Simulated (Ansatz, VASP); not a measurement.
HgS: VASP beside Ansatz

```
CELL_PARAMETERS angstrom
0.00000 2.94433 2.94433
2.94433 0.00000 2.94433
2.94433 2.94433 0.00000
ATOMIC_POSITIONS crystal
Hg 0.00000 0.00000 0.00000
S 0.75000 0.75000 0.75000
```

Alike in both runs: task single point; functional r2SCAN; k mesh 8 × 8 × 8; occupations gaussian, width 0.05 eV; no spin polarisation.

|  | VASP | Ansatz |
| --- | --- | --- |
| version | VASP 6.6.1 | Ansatz 0.2.0 |
| potentials or method | VASP PAW PBE potentials, release 64 (Hg, S), cutoff 550 eV | scalar-relativistic, plane waves, PAW |
| valence electrons in the cell | 18 | 26 |

|  | VASP | Ansatz | Ansatz less VASP |
| --- | --- | --- | --- |
| gap on the k mesh at the Fermi level (eV) | none | none | - |
| pressure (GPa) | 1.5 | 1.2 | -0.30 |

VASP's potentials were made for PBE, not for r2SCAN. A gap of «none» marks a metal or a gap that the smearing closes. VASP's potentials hold 18 valence electrons a cell and Ansatz's 26, so a difference there can come from the potentials and not from the codes.

Spin-orbit coupling is off throughout.
